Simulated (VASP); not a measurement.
Input of a VASP 6.6.1 run:

File INCAR:

```
ALGO = Normal
EDIFF = 1E-6
ENCUT = 520
GGA = PE
ISIF = 2
ISMEAR = 0
ISPIN = 2
LASPH = True
LCHARG = False
LMAXMIX = 4
LORBIT = 11
LREAL = False
LWAVE = False
MAGMOM = 0 0 0 4 0 0
NBANDS = 42
NELM = 150
PREC = Accurate
SIGMA = 0.1
```

The input KPOINTS:

```
k-points
0
Gamma
  6 6 2
```

File POSCAR:

```
Sc3MnS2
1.0
    3.5885778572      0.0000000000      0.0000000000
    0.0000000000      3.5885778572      0.0000000000
    0.0000000000      0.0000000000     10.0023412085
Sc Mn S
3 1 2
Direct
    0.0000000000      0.0000000000      0.7943805287
    0.0000000000      0.0000000000      0.2056194713
    0.5000000000      0.5000000000      0.0000000000
    0.0000000000      0.0000000000      0.5000000000
    0.5000000000      0.5000000000      0.7419591896
    0.5000000000      0.5000000000      0.2580408104
```

Potentials or basis: VASP PAW PBE potentials, release 64 (Sc_sv, Mn_pv, S).

Run with:

```sh
$ cat potpaw_PBE.64/Sc_sv/POTCAR potpaw_PBE.64/Mn_pv/POTCAR potpaw_PBE.64/S/POTCAR > POTCAR
$ mpirun -np 1 vasp_std > vasp.out
```

Task: Predict the net moment.

Result: 4.08 μB per cell.

Task: What does it give for the largest force?

Result: 0.029 eV/Å.

Task: Estimate the site moments.

Result: Sc -0.13, -0.09 (each value once); Mn +4.18; S +0.03 μB.

Forces in eV/Å, atoms in the order of the input:
```
Sc   0.000  0.000  0.008
Sc   0.000  0.000 -0.008
Sc   0.000  0.000  0.000
Mn   0.000  0.000  0.000
S    0.000  0.000 -0.029
S    0.000  0.000  0.029
```

Caveat: a cell with one magnetic atom can't hold antiferromagnetic order, which such compounds often take.
